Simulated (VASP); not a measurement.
# TiSb2N3 (R-3m) in VASP: a series of runs

The runs below take TiSb2N3 through single point, relaxation of cell and atoms, with PBEsol, PBE.

All numbers are computed with VASP 6.6.1; they aren't measurements. Logs are shortened: lines on timing, memory, paths and dates and some standing lists are left out, and cuts for length are marked.

### Step 1. The cell of the first run

Symmetry: R-3m, No. 166, trigonal system. The conventional cell has a = 5.841 Å, b = 5.841 Å, c = 8.750 Å, α = 90.00°, β = 90.00°, γ = 120.00°. Ti (site symmetry -3m) has 6 N at 2.23 Å and 2 Sb at 2.76 Å within 2.9 Å. Within 2.8 Å of Sb (site symmetry 3m) lie 3 N at 2.13 Å and 1 Ti at 2.76 Å. Within 2.8 Å of N (site symmetry 2/m) lie 2 Sb at 2.13 Å and 2 Ti at 2.23 Å.

### Step 2. Single point, PBEsol

Input file INCAR:

```
PREC = Accurate ; ENCUT = 520
EDIFF = 1E-6 ; ISMEAR = 0
SIGMA = 0.1 ; LREAL = False
LASPH = True ; NELM = 80
ALGO = Normal ; ISIF = 2
LWAVE = False ; LCHARG = False
GGA = PS ; NBANDS = 28
```

Input file KPOINTS:

```
regular mesh
0
Gamma
  6 6 6
```

Input file POSCAR:

```
TiSb2N3
1.0
    2.9203076394      1.6860404017      2.9167071419
   -2.9203076394      1.6860404017      2.9167071419
    0.0000000000     -3.3720808034      2.9167071419
Ti Sb N
1 2 3
Direct
    0.0000000000      0.0000000000      0.0000000000
    0.6847503301      0.6847503301      0.6847503301
    0.3152496699      0.3152496699      0.3152496699
    0.0000000000      0.0000000000      0.5000000000
    0.5000000000      0.0000000000      0.0000000000
    0.0000000000      0.5000000000      0.0000000000
```

Potentials or basis: VASP PAW PBE potentials, release 64 (Ti_sv, Sb, N).

Run with:

```console
$ cat potpaw_PBE.64/Ti_sv/POTCAR potpaw_PBE.64/Sb/POTCAR potpaw_PBE.64/N/POTCAR > POTCAR
$ mpirun -np 1 vasp_std > vasp.out
```

OUTCAR:

```text
PREC = Accurate
   ENCUT = 520
   EDIFF = 1E-6
   ISMEAR = 0
   LREAL = False
   LASPH = True
   NELM = 80
   ISIF = 2
   GGA = PS

 ion  position               nearest neighbor table
   1  0.000  0.000  0.000-   4 2.23   4 2.23   6 2.23   5 2.23   6 2.23   5 2.23   2 2.76   3 2.76

   2  0.685  0.685  0.685-   4 2.13   5 2.13   6 2.13   1 2.76   3 3.23   3 3.39   3 3.39   3 3.39

   3  0.315  0.315  0.315-   4 2.13   5 2.13   6 2.13   1 2.76   2 3.23   2 3.39   2 3.39   2 3.39

   4  0.000  0.000  0.500-   2 2.13   3 2.13   1 2.23   1 2.23
   5  0.500  0.000  0.000-   2 2.13   3 2.13   1 2.23   1 2.23
   6  0.000  0.500  0.000-   2 2.13   3 2.13   1 2.23   1 2.23

  LATTYP: Found a trigonal (rhomboedric) cell.
 ALAT       =     4.4584873552
 COS(alpha) =     0.1419509275

  Lattice vectors:

 A1 = (   2.9203076394,   1.6860404017,   2.9167071419)
 A2 = (  -2.9203076394,   1.6860404017,   2.9167071419)
 A3 = (   0.0000000000,  -3.3720808034,   2.9167071419)

Analysis of symmetry for initial positions (statically):
=====================================================================
 Subroutine PRICEL returns:
 Original cell was already a primitive cell.

 Routine SETGRP: Setting up the symmetry group for a
 trigonal (rhombohedral) supercell.

 Subroutine GETGRP returns: Found 12 space group operations
 (whereof 12 operations were pure point group operations)
 out of a pool of 12 trial point group operations.

The static configuration has the point symmetry D_3d.

Analysis of symmetry for dynamics (positions and initial velocities):
=====================================================================
 Subroutine PRICEL returns:
 Original cell was already a primitive cell.

 Routine SETGRP: Setting up the symmetry group for a
 trigonal (rhombohedral) supercell.

 Subroutine GETGRP returns: Found 12 space group operations
 (whereof 12 operations were pure point group operations)
 out of a pool of 12 trial point group operations.

The dynamic configuration has the point symmetry D_3d.

 Subroutine INISYM returns: Found 12 space group operations
 (whereof 12 operations are pure point group operations),
 and found     1 'primitive' translations

----------------------------------------------------------------------------------------

                                     Primitive cell

  volume of cell :      86.1669

  direct lattice vectors                    reciprocal lattice vectors
     2.920307639  1.686040402  2.916707142     0.171214838  0.098850933  0.114284128
    -2.920307639  1.686040402  2.916707142    -0.171214838  0.098850933  0.114284128
     0.000000000 -3.372080803  2.916707142     0.000000000 -0.197701866  0.114284128

  length of vectors
     4.458487355  4.458487355  4.458487355     0.228356935  0.228356935  0.228356935

  position of ions in fractional coordinates (direct lattice)
     0.000000000  0.000000000  0.000000000
     0.684750330  0.684750330  0.684750330
     0.315249670  0.315249670  0.315249670
     0.000000000  0.000000000  0.500000000
     0.500000000  0.000000000  0.000000000
     0.000000000  0.500000000  0.000000000

  ion indices of the primitive-cell ions
   primitive index   ion index
                 1           1
                 2           2
                 3           3
                 4           4
                 5           5
                 6           6

----------------------------------------------------------------------------------------

 KPOINTS: regular mesh

Automatic generation of k-mesh.
 Grid dimensions read from file:
 generate k-points for:    6    6    6

 Generating k-lattice:

  Cartesian coordinates                     Fractional coordinates (reciprocal lattice)
     0.028535806  0.016475155  0.019047355     0.166666667  0.000000000  0.000000000
    -0.028535806  0.016475155  0.019047355     0.000000000  0.166666667  0.000000000
     0.000000000 -0.032950311  0.019047355     0.000000000  0.000000000  0.166666667

  Length of vectors
     0.038059489  0.038059489  0.038059489

  Shift w.r.t. Gamma in fractional coordinates (k-lattice)
     0.000000000  0.000000000  0.000000000

 Subroutine IBZKPT returns following result:
 ===========================================

 Found     32 irreducible k-points:

 Following reciprocal coordinates:
            Coordinates               Weight
  0.000000  0.000000  0.000000      1.000000
  0.166667  0.000000 -0.000000      6.000000
  0.333333  0.000000 -0.000000      6.000000
  0.500000  0.000000 -0.000000      3.000000
  0.166667  0.166667 -0.000000      6.000000
  0.333333  0.166667 -0.000000     12.000000
[... 16 lines left out ...]
  0.500000  0.500000  0.166667      6.000000
 -0.333333  0.500000  0.166667     12.000000
 [... further k-points ...]
   k-points           NKPTS =     32   k-points in BZ     NKDIM =     32   number of bands    NBANDS=     28
   number of dos      NEDOS =    301   number of ions     NIONS =      6
   total plane-waves  NPLWV =  46656
   dimension x,y,z NGX =    36 NGY =   36 NGZ =   36
   dimension x,y,z NGXF=    72 NGYF=   72 NGZF=   72
   ions per type =               1   2   3
   NGX,Y,Z   is equivalent  to a cutoff of  13.42, 13.42, 13.42 a.u.
   NGXF,Y,Z  is equivalent  to a cutoff of  26.85, 26.85, 26.85 a.u.
 SYSTEM =  unknown system
   PREC   = accura    normal or accurate (medium, high low for compatibility)
   ISTART =      0    job   : 0-new  1-cont  2-samecut
   ICHARG =      2    charge: 1-file 2-atom 10-const
   ISPIN  =      1    spin polarized calculation?
   LNONCOLLINEAR =      F non collinear calculations
   LSORBIT =      F    spin-orbit coupling
   LASPH  =      T    aspherical Exc in radial PAW
   ENCUT  =  520.0 eV  38.22 Ry    6.18 a.u.   8.29  8.29  8.29*2*pi/ulx,y,z
   NELM   =     80;   NELMIN=  2; NELMDL= -5     # of ELM steps
   EDIFF  = 0.1E-05   stopping-criterion for ELM
   LREAL  =      F    real-space projection
   EDIFFG = 0.1E-04   stopping-criterion for IOM
   NSW    =      0    number of steps for IOM
   IBRION =     -1    ionic relax: 0-MD 1-quasi-New 2-CG
   NFREE  =      0    steps in history (QN), initial steepest desc. (CG)
   ISIF   =      2    stress and relaxation
   ISYM   =      2    0-nonsym 1-usesym 2-fastsym
   POTIM  = 0.5000    time-step for ionic-motion
   TEBEG  =    0.0;   TEEND  =   0.0 temperature during run
   PSTRESS=    0.0 pullay stress
   NELECT =      37.0000    total number of electrons
   NUPDOWN=      -1.0000    fix difference up-down
   EMIN   =  10.00;   EMAX   =-10.00  energy-range for DOS
   EFERMI =   0.00;   METHOD = LEGACY
   ISMEAR =     0;   SIGMA  =   0.10  broadening in eV -4-tet -1-fermi 0-gaus
   EFERMI_NEDOS =   21; number of points for ismear=-14 and -15
   IALGO  =     38    algorithm
   IMIX   =      4    mixing-type and parameters
     AMIX     =   0.40;   BMIX     =  1.00
     AMIX_MAG =   1.60;   BMIX_MAG =  1.00
  volume/ion in A,a.u.               =      14.36        96.91
  Fermi-wavevector in a.u.,A,eV,Ry     =   1.235080  2.333963 20.754644  1.525423
  Thomas-Fermi vector in A             =   2.369744
   LORBIT       =      0    0 simple, 1 ext, 2 COOP (PROOUT), +10 PAW based schemes
   GGA     = PS    functional components
   LHFCALC =     F    Hartree Fock is set to
   AEXX    =    0.0000 exact exchange contribution
   IVDW    =     0    specifies the selected vdW correction
   LEPSILON=     F    determine dielectric tensor
   LRPA    =     F    only Hartree local field effects (RPA)
 non-spin polarized calculation
 Gauss-broadening in eV      SIGMA  =   0.10
  energy-cutoff  :      520.00
  volume of cell :       86.17
 maximum number of plane-waves:      2345
 NGX is ok and might be reduce to    36
   NGX = 17   NGY = 17   NGZ = 17

 number of electron      36.9999999 magnetization

 Free energy of the ion-electron system (eV)
  ---------------------------------------------------
  ext. energy  EPLUGINS =         0.00000000
  ---------------------------------------------------
  free energy    TOTEN  =       -42.91373176 eV

  energy without entropy =      -42.90376574  energy(sigma->0) =      -42.90874875

 E-fermi :   8.9761     XC(G=0): -11.3044

 val. band max:        8.8561170032   @ k =  -0.1667   0.3333   0.1667
 cond. band min:       8.9859073804   @ k =  -0.3333   0.1667   0.1667
 fundamental gap:      0.1297903772
 Fermi energy:         8.9760761474

 k-point     1 :       0.0000    0.0000    0.0000
  band No.  band energies     occupation
      1     -48.9791      2.00000
      2     -25.3324      2.00000
      3     -25.3324      2.00000
      4     -25.3078      2.00000
      5      -8.3209      2.00000
      6      -5.4313      2.00000
[... 20 lines left out ...]
     27      13.7233      0.00000
     28      13.7233      0.00000

 k-point     2 :       0.1667    0.0000   -0.0000
  band No.  band energies     occupation
      1     -48.9790      2.00000
      2     -25.3339      2.00000
      3     -25.3323      2.00000
      4     -25.3088      2.00000
      5      -8.1724      2.00000
      6      -5.6605      2.00000
[... 20 lines left out ...]
     27      13.3512      0.00000
     28      13.4228      0.00000

 k-point     3 :       0.3333    0.0000   -0.0000
  band No.  band energies     occupation
      1     -48.9789      2.00000
      2     -25.3375      2.00000
      3     -25.3321      2.00000
      4     -25.3104      2.00000
      5      -7.7700      2.00000
      6      -6.2090      2.00000
[... 20 lines left out ...]
     27      12.5630      0.00000
     28      14.0273      0.00000

 k-point     4 :       0.5000    0.0000   -0.0000
  band No.  band energies     occupation
      1     -48.9789      2.00000
      2     -25.3394      2.00000
      3     -25.3320      2.00000
      4     -25.3109      2.00000
      5      -7.4047      2.00000
      6      -6.6419      2.00000
[... 578 lines left out ...]
     27      12.8897      0.00000
     28      14.2932      0.00000

 k-point    23 :       0.5000    0.5000    0.1667
  band No.  band energies     occupation
      1     -48.9786      2.00000
      2     -25.3401      2.00000
      3     -25.3370      2.00000
      4     -25.3168      2.00000
      5      -6.9527      2.00000
      6      -6.1521      2.00000
[... 20 lines left out ...]
     27      13.5489      0.00000
     28      14.6679      0.00000

 k-point    24 :      -0.3333    0.5000    0.1667
  band No.  band energies     occupation
      1     -48.9787      2.00000
      2     -25.3395      2.00000
      3     -25.3362      2.00000
      4     -25.3159      2.00000
      5      -6.8102      2.00000
      6      -6.5650      2.00000
[... 20 lines left out ...]
     27      13.1502      0.00000
     28      14.4100      0.00000

 [... further k-points ...]
[... 5 lines left out ...]
  --------------------------------------------------------------------------------------
  -------------------------------------------------------------------------------------
  Total       -2.5295625     -2.5295625     -2.7650094      0.0000000      0.0000000     -0.0000000
  in kB      -47.0343709    -47.0343709    -51.4122415      0.0000000      0.0000000     -0.0000000
  external PRESSURE =     -48.4936611 kB  Pullay stress =       0.0000000 kB

 VOLUME and BASIS-vectors are now :
 -----------------------------------------------------------------------------
  energy-cutoff  :      520.00
  volume of cell :       86.17
      direct lattice vectors                 reciprocal lattice vectors
     2.920307639  1.686040402  2.916707142     0.171214838  0.098850933  0.114284128
    -2.920307639  1.686040402  2.916707142    -0.171214838  0.098850933  0.114284128
     0.000000000 -3.372080803  2.916707142     0.000000000 -0.197701866  0.114284128

 POSITION                                       TOTAL-FORCE (eV/Angst)
 -----------------------------------------------------------------------------------
      0.00000      0.00000      0.00000        -0.000000      0.000000      0.000000
      0.00000      0.00000      5.99165        -0.000000     -0.000000      0.083273
      0.00000      0.00000      2.75847        -0.000000     -0.000000     -0.083273
      0.00000     -1.68604      1.45835         0.000000     -0.000000      0.000000
      1.46015      0.84302      1.45835        -0.000000      0.000000      0.000000
     -1.46015      0.84302      1.45835         0.000000     -0.000000     -0.000000
 -----------------------------------------------------------------------------------
    total drift:                               -0.000000      0.000000      0.000000

  FREE ENERGIE OF THE ION-ELECTRON SYSTEM (eV)
  ---------------------------------------------------
  free  energy   TOTEN  =       -42.9137317635 eV

  energy  without entropy=      -42.9037657351  energy(sigma->0) =      -42.90874875
```

Run time: 37 s. Hardware: 1 thread of Intel Xeon 6975P-C (Granite Rapids), shared host; peak memory 0.25 GiB.

What came out:

```yaml
Free_energy: -42.9137 eV
Pressure: -4.8 GPa
Largest_force: 0.083 eV/Å
Band_gap_on_the_k_mesh: zero (an odd number of electrons rules out a gap without spin polarisation)
```

Forces in eV/Å, atoms in the order of the input:
```
Ti   0.000  0.000  0.000
Sb   0.000  0.000  0.083
Sb   0.000  0.000 -0.083
N    0.000  0.000  0.000
N    0.000  0.000  0.000
N    0.000  0.000  0.000
```

Stress tensor (GPa, compression positive):
```
-4.70  0.00  0.00
 0.00 -4.70  0.00
 0.00  0.00 -5.14
```

Levels at points of the mesh, in eV from the Fermi level:
| k point | band 14 | band 15 | band 16 | band 17 | band 18 | band 19 | band 20 | band 21 | band 22 | band 23 |
| --- | --- | --- | --- | --- | --- | --- | --- | --- | --- | --- |
| (0.00, 0.00, 0.00) | -3.52 | -1.70 | -1.70 | -1.64 | -1.53 | -1.53 | -1.50 | -1.03 | 0.47 | 0.47 |
| (0.50, 0.00, 0.00) | -3.60 | -3.46 | -2.69 | -1.88 | -1.68 | -0.31 | 0.61 | 1.06 | 1.39 | 1.50 |
| (0.50, 0.50, 0.00) | -4.39 | -3.95 | -3.32 | -2.36 | -1.80 | 0.71 | 1.02 | 1.04 | 1.39 | 1.67 |
| (0.50, 0.50, 0.50) | -4.44 | -2.44 | -2.44 | -1.08 | -0.84 | 0.85 | 1.13 | 1.13 | 1.37 | 2.88 |

Caveat: the cell stands under tension; the PAW data sets were made with another functional, which shifts forces and pressure a little; spin-orbit coupling is left out, which moves the levels of the heavy elements.

(Part 1 of 2 ends here.)
